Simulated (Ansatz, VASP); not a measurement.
# One calculation of LiH, two programs

File INCAR:

```
SYSTEM = LiH
PREC = Accurate ; ENCUT = 520
EDIFF = 1E-7 ; ISMEAR = -1
SIGMA = 0.08 ; LREAL = .FALSE.
LASPH = .TRUE. ; NELM = 60
ALGO = Normal ; ISIF = 2
LWAVE = .FALSE. ; LCHARG = .FALSE.
GGA = PE ; NBANDS = 9
```

KPOINTS

```
regular mesh
0
G
  14 14 14
  0 0 0
```

Contents of POSCAR:

```
LiH
1.0
    0.0000000000      2.0427865675      2.0427865675
    2.0427865675      0.0000000000      2.0427865675
    2.0427865675      2.0427865675      0.0000000000
Li H
1 1
Direct
    0.0000000000      0.0000000000      0.0000000000
    0.5000000000      0.5000000000      0.5000000000
```

Input for Ansatz:

```yaml
crystal:
  lattice:
    - [0.0, 2.0427865675, 2.0427865675]
    - [2.0427865675, 0.0, 2.0427865675]
    - [2.0427865675, 2.0427865675, 0.0]
  atoms:
    - { symbol: Li, position: [0.0, 0.0, 0.0] }
    - { symbol: H, position: [0.5, 0.5, 0.5] }
kpoints:
  mp_grid: { grid: [14, 14, 14] }
scf:
  occupations: { method: fermi_dirac, width: 0.08 }
hamiltonian:
  xc: pbe
  pseudopotentials: { kind: all_electron, lapw: { basis_error: 0.001 } }
output:
  forces: true
  stress: true
  eigenvalues: true
```

Change from the starting cell: volume scaled by 1.06.

Alike in both runs: task single point; functional PBE; k mesh 14 × 14 × 14; occupations fermi-dirac, width 0.08 eV; no spin polarisation.

|  | VASP | Ansatz |
| --- | --- | --- |
| version | VASP 6.6.1 | Ansatz 0.2.0 |
| potentials or method | VASP PAW PBE potentials, release 64 (Li_sv, H), cutoff 520 eV | all-electron LAPW, scalar-relativistic |

|  | VASP | Ansatz | Ansatz less VASP |
| --- | --- | --- | --- |
| gap on the k mesh at the Fermi level (eV) | 3.02 | 3.02 | +0.006 |

Ansatz ran all-electron here, and VASP with PAW potentials.

Noted on VASP's run: the cutoff is short for stress, so the pressure is rough.
